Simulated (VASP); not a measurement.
A run of VASP 6.6.1 is set up as follows.

INCAR

```
PREC = Accurate
ENCUT = 520
EDIFF = 1E-6
ISMEAR = -1
SIGMA = 0.1
LREAL = Auto
LASPH = T
NELM = 80
ALGO = Normal
ISIF = 2
LWAVE = F
LCHARG = T
GGA = PS
LELF = T
LVHAR = T
NBANDS = 48
```

Contents of KPOINTS:

```
Automatic mesh
0
Gamma
  3 4 1
```

POSCAR

```
Al20P
1.0
    8.1000000000      0.0000000000      0.0000000000
    0.0000000000      5.7275650000      0.0000000000
    0.0000000000      0.0000000000     18.7275650000
Al P
20 1
Direct
    0.0000000000      0.0000000000      0.0533972249
    0.5000000000      0.0000000000      0.0533972249
    0.0000000000      0.5000000873      0.0533972249
    0.5000000000      0.5000000873      0.0533972249
    0.2500000000      0.2499999564      0.1298561772
    0.7500000000      0.2499999564      0.1298561772
    0.2500000000      0.7500000436      0.1298561772
    0.7500000000      0.7500000436      0.1298561772
    0.0029839506      0.0023523085      0.2015014232
    0.4969776543      0.0022557579      0.2014574239
   -0.0003551852      0.5045852819      0.2029977736
    0.5003087654      0.5045136982      0.2030285304
    0.2499343210      0.2538572674      0.2791829584
    0.7498354321      0.2245509217      0.2711578895
    0.2500506173      0.7606447068      0.2746926789
    0.7499823457      0.7407877519      0.2817011181
    0.0067523457      0.0040558248      0.3475057222
    0.4929992593      0.0034122703      0.3474486939
    0.0187481481      0.5163372218      0.3499978775
    0.4816358025      0.5154366646      0.3500290614
   -0.2494243210      0.3694152751      0.3879991873
```

Potentials or basis: VASP PAW PBE potentials, release 64 (Al, P).

The run is started by

```sh
$ cat potpaw_PBE.64/Al/POTCAR potpaw_PBE.64/P/POTCAR > POTCAR
$ mpirun -np 1 vasp_std > vasp.out
```

Task: Predict the band gap on the k mesh.

Result: Zero (an odd number of electrons rules out a gap without spin polarisation).

Task: What does it give for the largest force?

Result: 0.492 eV/Å.

Forces in eV/Å, atoms in the order of the input:
```
Al   0.030  0.095  0.319
Al  -0.030  0.093  0.317
Al   0.035 -0.012  0.366
Al  -0.036 -0.012  0.367
Al   0.000  0.019 -0.231
Al   0.001  0.107 -0.468
Al   0.000 -0.120 -0.477
Al  -0.001  0.041 -0.194
Al   0.008  0.006 -0.008
Al  -0.007  0.005 -0.009
Al   0.005  0.008 -0.003
Al  -0.005  0.008 -0.004
Al   0.000  0.015  0.049
Al   0.000 -0.017 -0.072
Al   0.000  0.013  0.014
Al   0.000 -0.053 -0.001
Al  -0.060  0.010  0.005
Al   0.059  0.006  0.005
Al  -0.055  0.036 -0.012
Al   0.056  0.036 -0.011
P   -0.001 -0.281  0.049
```

Caveat: the PAW data sets were made with another functional, which shifts forces and pressure a little.
